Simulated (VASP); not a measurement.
# Ag (I4/mmm) in VASP: a series of runs

The runs below take Ag through single point, with PBEsol.

Everything below comes from runs of VASP 6.6.1. Logs are shortened: lines on timing, memory, paths and dates and some standing lists are left out, and cuts for length are marked.

## Step 1: The cell of the first run

The structure is tetragonal, space group I4/mmm (No. 139). The conventional cell has a = 3.146 Å, b = 3.146 Å, c = 3.394 Å, α = 90.00°, β = 90.00°, γ = 90.00°. Within 3.7 Å of Ag (site symmetry 4/mmm) lie 14 Ag at 2.80 to 3.39 Å.

## Step 2: Single point, PBEsol (strain -0.050 along x and y, +0.025 along z)

Contents of INCAR:

```
PREC = Accurate ; ENCUT = 520
EDIFF = 1E-6 ; ISMEAR = 0
SIGMA = 0.15 ; LREAL = False
LASPH = True ; NELM = 80
ALGO = Normal ; ISIF = 2
LWAVE = False ; LCHARG = False
GGA = PS ; NBANDS = 12
```

Contents of KPOINTS:

```
regular mesh
0
Gamma
  20 20 20
```

Contents of POSCAR:

```
Ag
1.0
   -1.5728713000      1.5728713000      1.6970453500
    1.5728713000     -1.5728713000      1.6970453500
    1.5728713000      1.5728713000     -1.6970453500
Ag
1
Direct
    0.0000000000      0.0000000000      0.0000000000
```

Potentials or basis: VASP PAW PBE potentials, release 64 (Ag).

The run is started by

```console
cat potpaw_PBE.64/Ag/POTCAR > POTCAR
mpirun -np 1 vasp_std > vasp.out
```

OUTCAR:

```text
PREC = Accurate
   ENCUT = 520
   EDIFF = 1E-6
   ISMEAR = 0
   LREAL = False
   LASPH = True
   NELM = 80
   ISIF = 2
   GGA = PS

 ion  position               nearest neighbor table
   1  0.000  0.000  0.000-

  LATTYP: Found a body centered tetragonal cell.
 ALAT       =     3.1457426000
 C/A-ratio  =     1.0789473684

  Lattice vectors:

 A1 = (  -1.5728713000,   1.5728713000,   1.6970453500)
 A2 = (   1.5728713000,  -1.5728713000,   1.6970453500)
 A3 = (   1.5728713000,   1.5728713000,  -1.6970453500)

Analysis of symmetry for initial positions (statically):
=====================================================================
 Subroutine PRICEL returns:
 Original cell was already a primitive cell.

 Routine SETGRP: Setting up the symmetry group for a
 body centered tetragonal supercell.

 Subroutine GETGRP returns: Found 16 space group operations
 (whereof 16 operations were pure point group operations)
 out of a pool of 16 trial point group operations.

The static configuration has the point symmetry D_4h.

Analysis of symmetry for dynamics (positions and initial velocities):
=====================================================================
 Subroutine PRICEL returns:
 Original cell was already a primitive cell.

 Routine SETGRP: Setting up the symmetry group for a
 body centered tetragonal supercell.

 Subroutine GETGRP returns: Found 16 space group operations
 (whereof 16 operations were pure point group operations)
 out of a pool of 16 trial point group operations.

The dynamic configuration has the point symmetry D_4h.

 Subroutine INISYM returns: Found 16 space group operations
 (whereof 16 operations are pure point group operations),
 and found     1 'primitive' translations

----------------------------------------------------------------------------------------

                                     Primitive cell

  volume of cell :      16.7934

  direct lattice vectors                    reciprocal lattice vectors
    -1.572871300  1.572871300  1.697045350     0.000000000  0.317889963  0.294629722
     1.572871300 -1.572871300  1.697045350     0.317889963  0.000000000  0.294629722
     1.572871300  1.572871300 -1.697045350     0.317889963  0.317889963  0.000000000

  length of vectors
     2.797822577  2.797822577  2.797822577     0.433429005  0.433429005  0.449564298

  position of ions in fractional coordinates (direct lattice)
     0.000000000  0.000000000  0.000000000

  ion indices of the primitive-cell ions
   primitive index   ion index
                 1           1

----------------------------------------------------------------------------------------

 KPOINTS: regular mesh

Automatic generation of k-mesh.
 Grid dimensions read from file:
 generate k-points for:   20   20   20

 Generating k-lattice:

  Cartesian coordinates                     Fractional coordinates (reciprocal lattice)
     0.000000000  0.015894498  0.014731486     0.050000000  0.000000000 -0.000000000
     0.015894498  0.000000000  0.014731486     0.000000000  0.050000000 -0.000000000
     0.015894498  0.015894498  0.000000000     0.000000000  0.000000000  0.050000000

  Length of vectors
     0.021671450  0.021671450  0.022478215

  Shift w.r.t. Gamma in fractional coordinates (k-lattice)
     0.000000000  0.000000000  0.000000000

 Subroutine IBZKPT returns following result:
 ===========================================

 Found    641 irreducible k-points:

 Following reciprocal coordinates:
            Coordinates               Weight
  0.000000  0.000000  0.000000      1.000000
  0.050000 -0.000000  0.000000      8.000000
  0.100000 -0.000000  0.000000      8.000000
  0.150000 -0.000000  0.000000      8.000000
  0.200000 -0.000000  0.000000      8.000000
  0.250000 -0.000000  0.000000      8.000000
[... 16 lines left out ...]
 -0.400000  0.050000  0.000000     16.000000
 -0.350000  0.050000 -0.000000     16.000000
 [... further k-points ...]
   k-points           NKPTS =    641   k-points in BZ     NKDIM =    641   number of bands    NBANDS=     12
   number of dos      NEDOS =    301   number of ions     NIONS =      1
   total plane-waves  NPLWV =  13824
   dimension x,y,z NGX =    24 NGY =   24 NGZ =   24
   dimension x,y,z NGXF=    48 NGYF=   48 NGZF=   48
   ions per type =               1
   NGX,Y,Z   is equivalent  to a cutoff of  14.26, 14.26, 14.26 a.u.
   NGXF,Y,Z  is equivalent  to a cutoff of  28.52, 28.52, 28.52 a.u.
 SYSTEM =  unknown system
   PREC   = accura    normal or accurate (medium, high low for compatibility)
   ISTART =      0    job   : 0-new  1-cont  2-samecut
   ICHARG =      2    charge: 1-file 2-atom 10-const
   ISPIN  =      1    spin polarized calculation?
   LNONCOLLINEAR =      F non collinear calculations
   LSORBIT =      F    spin-orbit coupling
   LASPH  =      T    aspherical Exc in radial PAW
   ENCUT  =  520.0 eV  38.22 Ry    6.18 a.u.   5.20  5.20  5.20*2*pi/ulx,y,z
   NELM   =     80;   NELMIN=  2; NELMDL= -5     # of ELM steps
   EDIFF  = 0.1E-05   stopping-criterion for ELM
   LREAL  =      F    real-space projection
   EDIFFG = 0.1E-04   stopping-criterion for IOM
   NSW    =      0    number of steps for IOM
   IBRION =     -1    ionic relax: 0-MD 1-quasi-New 2-CG
   NFREE  =      0    steps in history (QN), initial steepest desc. (CG)
   ISIF   =      2    stress and relaxation
   ISYM   =      2    0-nonsym 1-usesym 2-fastsym
   POTIM  = 0.5000    time-step for ionic-motion
   TEBEG  =    0.0;   TEEND  =   0.0 temperature during run
   PSTRESS=    0.0 pullay stress
   NELECT =      11.0000    total number of electrons
   NUPDOWN=      -1.0000    fix difference up-down
   EMIN   =  10.00;   EMAX   =-10.00  energy-range for DOS
   EFERMI =   0.00;   METHOD = LEGACY
   ISMEAR =     0;   SIGMA  =   0.15  broadening in eV -4-tet -1-fermi 0-gaus
   EFERMI_NEDOS =   21; number of points for ismear=-14 and -15
   IALGO  =     38    algorithm
   IMIX   =      4    mixing-type and parameters
     AMIX     =   0.40;   BMIX     =  1.00
     AMIX_MAG =   1.60;   BMIX_MAG =  1.00
  volume/ion in A,a.u.               =      16.79       113.33
  Fermi-wavevector in a.u.,A,eV,Ry     =   1.421758  2.686734 27.502773  2.021397
  Thomas-Fermi vector in A             =   2.542534
   LORBIT       =      0    0 simple, 1 ext, 2 COOP (PROOUT), +10 PAW based schemes
   GGA     = PS    functional components
   LHFCALC =     F    Hartree Fock is set to
   AEXX    =    0.0000 exact exchange contribution
   IVDW    =     0    specifies the selected vdW correction
   LEPSILON=     F    determine dielectric tensor
   LRPA    =     F    only Hartree local field effects (RPA)
 non-spin polarized calculation
 Gauss-broadening in eV      SIGMA  =   0.15
  energy-cutoff  :      520.00
  volume of cell :       16.79
 maximum number of plane-waves:       462
 NGX is ok and might be reduce to    24
   NGX = 11   NGY = 11   NGZ = 11

 number of electron      11.0000002 magnetization

 Free energy of the ion-electron system (eV)
  ---------------------------------------------------
  ext. energy  EPLUGINS =         0.00000000
  ---------------------------------------------------
  free energy    TOTEN  =        -3.27480105 eV

  energy without entropy =       -3.27068760  energy(sigma->0) =       -3.27274433

 E-fermi :   8.4635     XC(G=0): -12.5026

 val. band max:        8.4624775490   @ k =   0.5000   0.3000   0.1000
 cond. band min:       8.4642430074   @ k =   0.5000   0.1000   0.0000
 fundamental gap:      0.0017654584
 Fermi energy:         8.4634657902

 k-point     1 :       0.0000    0.0000    0.0000
  band No.  band energies     occupation
      1       0.5079      2.00000
      2       3.4093      2.00000
      3       3.4093      2.00000
      4       3.7495      2.00000
      5       4.6574      2.00000
      6       5.0315      2.00000
      7      25.6537      0.00000
      8      26.8576      0.00000
      9      26.8576      0.00000
     10      31.5958      0.00000
     11      32.9277      0.00000
     12      33.0663      0.00000

 k-point     2 :       0.0500   -0.0000    0.0000
  band No.  band energies     occupation
      1       0.5901      2.00000
      2       3.4140      2.00000
      3       3.4245      2.00000
      4       3.7619      2.00000
      5       4.6441      2.00000
      6       5.0205      2.00000
      7      25.6032      0.00000
      8      26.6874      0.00000
      9      26.9172      0.00000
     10      30.7873      0.00000
     11      32.1123      0.00000
     12      33.2126      0.00000

 k-point     3 :       0.1000   -0.0000    0.0000
  band No.  band energies     occupation
      1       0.8299      2.00000
      2       3.4289      2.00000
      3       3.4342      2.00000
      4       3.8342      2.00000
      5       4.6082      2.00000
      6       4.9939      2.00000
      7      25.2005      0.00000
      8      26.2450      0.00000
      9      27.0861      0.00000
     10      29.9228      0.00000
     11      30.9636      0.00000
     12      31.9041      0.00000

 k-point     4 :       0.1500   -0.0000    0.0000
  band No.  band energies     occupation
      1       1.2007      2.00000
      2       3.3894      2.00000
      3       3.4640      2.00000
      4       4.0146      2.00000
      5       4.5644      2.00000
      6       4.9652      2.00000
      7      23.9574      0.00000
      8      25.8006      0.00000
      9      27.3330      0.00000
     10      29.6099      0.00000
     11      30.2184      0.00000
     12      30.4623      0.00000

 k-point     5 :       0.2000   -0.0000    0.0000
  band No.  band energies     occupation
      1       1.6319      2.00000
      2       3.3005      2.00000
      3       3.5722      2.00000
      4       4.2881      2.00000
      5       4.5329      2.00000
      6       4.9458      2.00000
      7      22.1777      0.00000
      8      25.2021      0.00000
      9      27.5716      0.00000
     10      29.0850      0.00000
     11      29.6180      0.00000
     12      30.1640      0.00000
[... 228 lines left out ...]
      1       1.9958      2.00000
      2       2.8533      2.00000
      3       4.5539      2.00000
      4       5.0359      2.00000
      5       5.7404      2.00000
      6       8.2511      1.95478
      7      12.6224      0.00000
      8      22.0944      0.00000
      9      23.3711      0.00000
     10      29.2306      0.00000
     11      30.9252      0.00000
     12      31.8169      0.00000

 k-point    22 :      -0.4500    0.0500   -0.0000
  band No.  band energies     occupation
      1       2.0352      2.00000
      2       2.8848      2.00000
      3       4.5341      2.00000
      4       5.0322      2.00000
      5       5.5844      2.00000
      6       7.4152      2.00000
      7      13.7368      0.00000
      8      22.2990      0.00000
      9      23.6971      0.00000
     10      29.1234      0.00000
     11      30.7127      0.00000
     12      31.8754      0.00000

 k-point    23 :      -0.4000    0.0500    0.0000
  band No.  band energies     occupation
      1       2.1009      2.00000
      2       2.9472      2.00000
      3       4.5152      2.00000
      4       4.9750      2.00000
      5       5.2945      2.00000
      6       6.3844      2.00000
      7      15.3692      0.00000
      8      22.6855      0.00000
      9      24.3163      0.00000
     10      28.9325      0.00000
     11      30.4809      0.00000
     12      31.8492      0.00000

 k-point    24 :      -0.3500    0.0500   -0.0000
  band No.  band energies     occupation
      1       2.1561      2.00000
      2       3.0355      2.00000
      3       4.4860      2.00000
      4       4.6615      2.00000
      5       5.0665      2.00000
      6       5.5373      2.00000
      7      17.2220      0.00000
      8      23.2372      0.00000
      9      25.1736      0.00000
     10      28.6641      0.00000
     11      30.3029      0.00000
     12      31.5002      0.00000

 [... further k-points ...]

------------------------ aborting loop because EDIFF is reached ----------------------------------------

  FORCE on cell =-STRESS in cart. coord.  units (eV):
  Direction    XX          YY          ZZ          XY          YZ          ZX
  --------------------------------------------------------------------------------------
  -------------------------------------------------------------------------------------
  Total       -0.0929775     -0.0929775      0.0601693      0.0000000      0.0000000      0.0000000
  in kB       -8.8705124     -8.8705124      5.7404500      0.0000000      0.0000000      0.0000000
  external PRESSURE =      -4.0001916 kB  Pullay stress =       0.0000000 kB

 VOLUME and BASIS-vectors are now :
 -----------------------------------------------------------------------------
  energy-cutoff  :      520.00
  volume of cell :       16.79
      direct lattice vectors                 reciprocal lattice vectors
    -1.572871300  1.572871300  1.697045350     0.000000000  0.317889963  0.294629722
     1.572871300 -1.572871300  1.697045350     0.317889963  0.000000000  0.294629722
     1.572871300  1.572871300 -1.697045350     0.317889963  0.317889963  0.000000000

 POSITION                                       TOTAL-FORCE (eV/Angst)
 -----------------------------------------------------------------------------------
      0.00000      0.00000      0.00000         0.000000      0.000000     -0.000000
 -----------------------------------------------------------------------------------
    total drift:                               -0.000000      0.000000      0.000000

  FREE ENERGIE OF THE ION-ELECTRON SYSTEM (eV)
  ---------------------------------------------------
  free  energy   TOTEN  =        -3.2748010543 eV

  energy  without entropy=       -3.2706876043  energy(sigma->0) =       -3.27274433
```

Run time: 88 s. Hardware: 1 thread of Intel Xeon 8259CL, shared host; peak memory 0.24 GiB.

What came out:

| Property | Result |
| --- | --- |
| Free energy | -3.2748 eV |
| Pressure | -0.4 GPa |
| Band gap on the k mesh | zero (an odd number of electrons rules out a gap without spin polarisation) |

Stress tensor (GPa, compression positive):
```
-0.89  0.00  0.00
 0.00 -0.89  0.00
 0.00  0.00  0.57
```

Caveat: the cell differs from its parent crystal (strain -0.050 along x and y, +0.025 along z); the PAW data sets were made with another functional, which shifts forces and pressure a little.

## Step 3: Single point, PBEsol (strain -0.050 along x and y, +0.050 along z)

Contents of INCAR:

```
ALGO = Fast ; EDIFF = 1E-6
ENCUT = 520 ; GGA = PS
ISIF = 2 ; ISMEAR = 0
LASPH = T ; LCHARG = F
LREAL = F ; LWAVE = F
NBANDS = 12 ; NELM = 80
PREC = Accurate ; SIGMA = 0.15
```

Contents of KPOINTS:

```
k-points
0
Gamma
  20 20 20
```

Contents of POSCAR:

```
Ag
1.0
   -1.5728713000      1.5728713000      1.7384367000
    1.5728713000     -1.5728713000      1.7384367000
    1.5728713000      1.5728713000     -1.7384367000
Ag
1
Direct
    0.0000000000      0.0000000000      0.0000000000
```

Potentials or basis: VASP PAW PBE potentials, release 64 (Ag).

The run is started by

```console
cat potpaw_PBE.64/Ag/POTCAR > POTCAR
mpirun -np 1 vasp_std > vasp.out
```

It took 1.8 min on 1 thread of Intel Xeon 8259CL, shared host; peak memory 0.25 GiB.

It converged, with:

* Free energy: -3.2734 eV
* Pressure: -2.9 GPa
* Band gap on the k mesh: zero (an odd number of electrons rules out a gap without spin polarisation)

Stress tensor (GPa, compression positive):
```
-3.46  0.00  0.00
 0.00 -3.46  0.00
 0.00  0.00 -1.73
```

Levels at points of the mesh, in eV from the Fermi level:
```
           k point  band 3  band 4  band 5  band 6  band 7  band 8  band 9  band 10
(0.00, 0.00, 0.00)   -4.95   -4.53   -3.81   -3.36   16.94   18.43   18.43    22.36
(0.50, 0.00, 0.00)   -3.91   -3.31   -2.59   -0.27    3.82   13.86   15.20    20.54
(0.50, 0.50, 0.00)   -3.26   -3.23   -2.48    0.32    4.78   12.31   12.95    18.87
(0.50, 0.50, 0.50)   -2.85   -2.72   -2.72    5.02    7.83    7.83   11.09    14.19
```

Caveat: the cell differs from its parent crystal (strain -0.050 along x and y, +0.050 along z); the PAW data sets were made with another functional, which shifts forces and pressure a little.

## Step 4: Single point, PBEsol (strain -0.025 along x and y, +0.050 along z)

Contents of INCAR:

```
  PREC = Accurate
  ENCUT = 520
  EDIFF = 1E-7
  ISMEAR = 0
  SIGMA = 0.15
  LREAL = F
  LASPH = T
  NELM = 80
  ALGO = Normal
  ISIF = 2
  LWAVE = F
  LCHARG = T
  GGA = PS
  LELF = T
  LVHAR = T
  NBANDS = 12
```

Contents of KPOINTS:

```
Automatic mesh
0
Gamma
  20 20 20
```

Contents of POSCAR:

```
Ag
1.0
   -1.6142626500      1.6142626500      1.7384367000
    1.6142626500     -1.6142626500      1.7384367000
    1.6142626500      1.6142626500     -1.7384367000
Ag
1
Direct
    0.0000000000      0.0000000000      0.0000000000
```

The run is started by

```console
cat potpaw_PBE.64/Ag/POTCAR > POTCAR
mpirun -np 1 vasp_std > vasp.out
```

Wall time 2 min (1 thread of Intel Xeon 8259CL, shared host); peak memory 0.25 GiB.

The run converged. Its results:

```
Free energy            : -3.2409 eV
Pressure               : -7.3 GPa
Band gap on the k mesh : zero (an odd number of electrons rules out a gap without spin polarisation)
```

Stress tensor (GPa, compression positive):
```
-7.69  0.00  0.00
 0.00 -7.69  0.00
 0.00  0.00 -6.54
```

Levels at points of the mesh, in eV from the Fermi level:
| k point | band 2 | band 3 | band 4 | band 5 | band 6 | band 7 | band 8 | band 9 | band 10 | band 11 |
| --- | --- | --- | --- | --- | --- | --- | --- | --- | --- | --- |
| (0.00, 0.00, 0.00) | -4.75 | -4.75 | -4.46 | -3.64 | -3.33 | 16.98 | 18.07 | 18.07 | 21.90 | 23.48 |
| (0.50, 0.00, 0.00) | -5.25 | -3.73 | -3.30 | -2.58 | -0.11 | 3.58 | 13.50 | 14.47 | 19.68 | 20.91 |
| (0.50, 0.50, 0.00) | -5.60 | -3.29 | -3.24 | -2.51 | 0.30 | 4.27 | 12.32 | 12.86 | 18.46 | 19.19 |
| (0.50, 0.50, 0.50) | -5.96 | -2.83 | -2.73 | -2.73 | 5.35 | 7.38 | 7.38 | 11.00 | 13.30 | 13.67 |

Caveat: the cell differs from its parent crystal (strain -0.025 along x and y, +0.050 along z); the cell stands under tension; the PAW data sets were made with another functional, which shifts forces and pressure a little.

## Step 5: The runs side by side

```tsv
cell	gap on the mesh (eV)	pressure (GPa)
a = 2.798 Å, angles 111.6, 111.6, 105.3°, 1 atom	none	-0.4
a = 2.823 Å, angles 112.3, 112.3, 104.0°, 1 atom	none	-2.9
a = 2.869 Å, angles 111.5, 111.5, 105.4°, 1 atom	none	-7.3
```

Alike in all rows: task single point; level PBEsol; potentials or basis VASP PAW PBE potentials, release 64 (Ag); no spin polarisation; k mesh 20 × 20 × 20; cutoff (eV) 520; smearing gaussian 0.15 eV.

Caveats: the PAW data sets were made with another functional, which shifts forces and pressure a little; the cell stands under tension (at least some runs).

Total energies depend on the potentials used, so only differences within one code and one set of settings carry meaning.
